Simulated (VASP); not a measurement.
Ni, 1 atom in the cell. Symmetry: Im-3m, No. 229, cubic system. Conventional cell: a = 2.828 Å, b = 2.828 Å, c = 2.828 Å, α = 90.00°, β = 90.00°, γ = 90.00°. Within 3.2 Å of Ni (site symmetry m-3m) lie 14 Ni at 2.45 to 2.83 Å.  This cell differs from its parent crystal: volume scaled by 1.08.

| Property | Result |
| --- | --- |
| Program | VASP 6.6.1 |
| Task | single point |
| Functional | r2SCAN |
| Potentials or basis | VASP PAW PBE potentials, release 64 (Ni) |
| Cutoff | 520 eV |
| k mesh | 18 × 18 × 18 |
| Occupations | fermi-dirac, width 0.1 eV |
| Spin | no spin polarisation |
| Dipole correction | no |
| Further INCAR settings | ALGO = Normal; EDIFF = 1e-07; NBANDS = 11 |

Potentials or basis: VASP PAW PBE potentials, release 64 (Ni).

Launch:

```console
$ cat potpaw_PBE.64/Ni/POTCAR > POTCAR
$ cp INCAR.step1 INCAR
$ mpirun -np 1 vasp_std > vasp.out
$ cp INCAR.step2 INCAR
$ mpirun -np 1 vasp_std > vasp.out
```

Hardware: 1 thread of AMD EPYC 7R43 64-Core Processor (Zen 3) (shared host).

Question: Estimate the wall time of this run.

Answer: Wall time 110 s on 1 thread of AMD EPYC 7R43 64-Core Processor (Zen 3) (shared host), peak memory 0.1 GiB. Counts: k points 195.
